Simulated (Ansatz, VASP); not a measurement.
# One calculation of MoS2, two programs

The input INCAR:

```
PREC = Accurate
ENCUT = 500
EDIFF = 1E-6
ISMEAR = 0
SIGMA = 0.05
LREAL = F
LASPH = T
NELM = 120
ALGO = Normal
ISIF = 2
LWAVE = F
LCHARG = T
GGA = PE
IVDW = 12
LELF = T
LVHAR = T
NBANDS = 20
GGA_COMPAT = F
```

The input KPOINTS:

```
Automatic mesh
0
Gamma
  12 12 4
```

POSCAR

```
MoS2
1.0
    3.2381765630      0.0000000000      0.0000000000
   -1.6190882815      2.8043431655      0.0000000000
    0.0000000000      0.0000000000      6.2856245265
Mo S
1 2
Direct
    0.0000000000      0.0000000000      0.0000000000
    0.3333333333      0.6666666667      0.2107069157
    0.3333333333      0.6666666667      0.7892930843
```

Input for Ansatz:

```yaml
crystal:
  lattice:
    - [3.238176563, 0.0, 0.0]
    - [-1.6190882815, 2.8043431655, 0.0]
    - [0.0, 0.0, 6.2856245265]
  atoms:
    - { symbol: Mo, position: [0.0, 0.0, 0.0] }
    - { symbol: S, position: [0.3333333333, 0.6666666667, 0.2107069157] }
    - { symbol: S, position: [0.3333333333, 0.6666666667, 0.7892930843] }
basis:
  ecutwfc: 420
kpoints:
  mp_grid: { grid: [12, 12, 4] }
hamiltonian:
  xc: pbe
  dispersion: d3bj
scf:
  occupations: { method: gaussian, width: 0.05 }
output:
  forces: true
  stress: true
  eigenvalues: true
```

Alike in both runs: task single point; functional PBE; dispersion D3(BJ); k mesh 12 × 12 × 4; occupations gaussian, width 0.05 eV; no spin polarisation.

```csv
,VASP,Ansatz
version,VASP 6.6.1,Ansatz 0.2.0
potentials or method,"VASP PAW PBE potentials, release 64 (Mo_sv, S), cutoff 500 eV","scalar-relativistic, plane waves, PAW"
valence electrons in the cell,26,26
```

```csv
,VASP,Ansatz,Ansatz less VASP
gap on the k mesh at the Fermi level (eV),none,none,-
pressure (GPa),18.4,18.7,+0.26
"traceless stress, the component that is largest in VASP (GPa)",17.00,17.09,+0.091
rms of the force components (eV/Å),2.324,2.342,+0.0186
```

Atom by atom the forces differ by 0.019 eV/Å (rms over components). A gap of «none» marks a metal or a gap that the smearing closes.
